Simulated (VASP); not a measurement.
## SnSe: relaxation of cell and atoms with PBEsol

SnSe:

```
Sn Se
1.0
    11.42000    0.00000    0.00000
     0.00000    4.19000    0.00000
     0.00000    0.00000    4.46000
Sn Se
4 4
Cartesian
  1.4047 1.0475 0.4059
  4.3053 3.1425 2.6359
  7.1147 1.0475 1.8241
  10.0153 3.1425 4.0541
  4.0769 1.0475 0.0714
  1.6331 3.1425 2.3014
  9.7869 1.0475 2.1586
  7.3431 3.1425 4.3886
```

```json
{"Program": "VASP 6.6.1", "Task": "relaxation of cell and atoms", "Functional": "PBEsol", "Potentials or basis": "VASP PAW PBE potentials, release 64 (Sn_d, Se)", "Cutoff": "600 eV", "k mesh": "4 × 8 × 8", "Occupations": "gaussian, width 0.03 eV", "Spin": "no spin polarisation", "Further INCAR settings": "ALGO = Normal; EDIFF = 1e-06; IBRION = 2; EDIFFG = -0.01; NSW = 90; ISIF = 3"}
```

```json
{
 "Relaxed volume": "25.84 Å³/atom",
 "Relaxed cell": "a = 11.429 Å, b = 4.162 Å, c = 4.347 Å, α = 90.00°, β = 90.00°, γ = 90.00°",
 "Space group after relaxing (to 0.1 Å)": "Pnma (No. 62)",
 "Energy gained by relaxing": "7.3 meV/atom",
 "Ionic steps": "12",
 "Pressure after relaxing": "0.0 GPa",
 "Largest force after relaxing": "0.010 eV/Å",
 "Band gap on the k mesh": "0.46 eV (least direct gap 0.73 eV)"
}
```

Forces on the atoms (eV/Å):
```
Sn  -0.004  0.000  0.004
Sn   0.004  0.000  0.004
Sn  -0.004  0.000 -0.004
Sn   0.004  0.000 -0.004
Se  -0.009  0.000  0.005
Se   0.009  0.000  0.005
Se  -0.009  0.000 -0.005
Se   0.009  0.000 -0.005
```

Step by step:
```csv
step,energy change (eV),largest force (eV/Å),pressure (GPa),volume (Å³)
1,0.0000,0.2542,-0.51,213.41
2,-0.0411,0.1223,-0.18,210.79
3,-0.0412,0.1183,-0.16,210.65
4,-0.0466,0.1086,-0.06,209.67
5,-0.0554,0.0762,0.29,206.76
6,-0.0557,0.0676,0.37,206.05
7,-0.0579,0.0303,-0.06,206.95
8,-0.0580,0.0228,0.01,206.81
9,-0.0580,0.0235,-0.02,206.82
10,-0.0582,0.0233,0.00,206.81
11,-0.0584,0.0243,0.00,206.78
12,-0.0586,0.0098,0.04,206.74
```

Final structure:
```yaml
crystal:
  lattice:
    - [11.42860, 0.00000, 0.00000]
    - [0.00000, 4.16171, 0.00000]
    - [0.00000, 0.00000, 4.34677]
  atoms:
    - { symbol: Sn, position: [0.11851, 0.25000, 0.08883] }
    - { symbol: Sn, position: [0.38149, 0.75000, 0.58883] }
    - { symbol: Sn, position: [0.61851, 0.25000, 0.41117] }
    - { symbol: Sn, position: [0.88149, 0.75000, 0.91117] }
    - { symbol: Se, position: [0.35795, 0.25000, 0.02048] }
    - { symbol: Se, position: [0.14205, 0.75000, 0.52048] }
    - { symbol: Se, position: [0.85795, 0.25000, 0.47952] }
    - { symbol: Se, position: [0.64205, 0.75000, 0.97952] }
```

Levels at points of the mesh, in eV from the valence-band top:
| k point | band 36 | band 37 | band 38 | band 39 | band 40 | band 41 | band 42 | band 43 | band 44 | band 45 |
| --- | --- | --- | --- | --- | --- | --- | --- | --- | --- | --- |
| (0.00, 0.00, 0.00) | -1.92 | -1.70 | -1.36 | -0.79 | -0.63 | 0.46 | 2.94 | 3.03 | 3.05 | 3.32 |
| (0.50, 0.00, 0.00) | -2.24 | -2.00 | -2.00 | -0.65 | -0.65 | 2.51 | 2.51 | 2.70 | 2.70 | 3.77 |
| (0.00, 0.50, 0.00) | -1.70 | -1.06 | -1.06 | -0.64 | -0.64 | 0.83 | 0.83 | 1.36 | 1.36 | 1.57 |
| (0.50, 0.50, 0.00) | -2.13 | -0.94 | -0.94 | -0.94 | -0.94 | 1.36 | 1.36 | 1.36 | 1.36 | 1.97 |
| (0.00, 0.00, 0.50) | -1.48 | -0.83 | -0.83 | -0.32 | -0.32 | 1.14 | 1.14 | 1.33 | 1.33 | 1.55 |
| (0.50, 0.00, 0.50) | -1.79 | -0.49 | -0.49 | -0.26 | -0.26 | 1.06 | 1.06 | 1.39 | 1.39 | 1.51 |
| (0.00, 0.50, 0.50) | -3.38 | -2.42 | -2.42 | -1.62 | -1.62 | 2.58 | 2.58 | 2.98 | 2.98 | 4.62 |
| (0.50, 0.50, 0.50) | -4.01 | -1.66 | -1.66 | -1.66 | -1.66 | 2.33 | 2.33 | 2.33 | 2.33 | 4.92 |

It took 37 min on 2 MPI ranks on AMD EPYC 9R14 (Zen 4), on a shared host, peak memory 0.84 GiB a rank.

Caveat: the PAW data sets were made with another functional, which shifts forces and pressure a little; spin-orbit coupling is left out, which moves the levels of the heavy elements. A k mesh can miss the band edges.
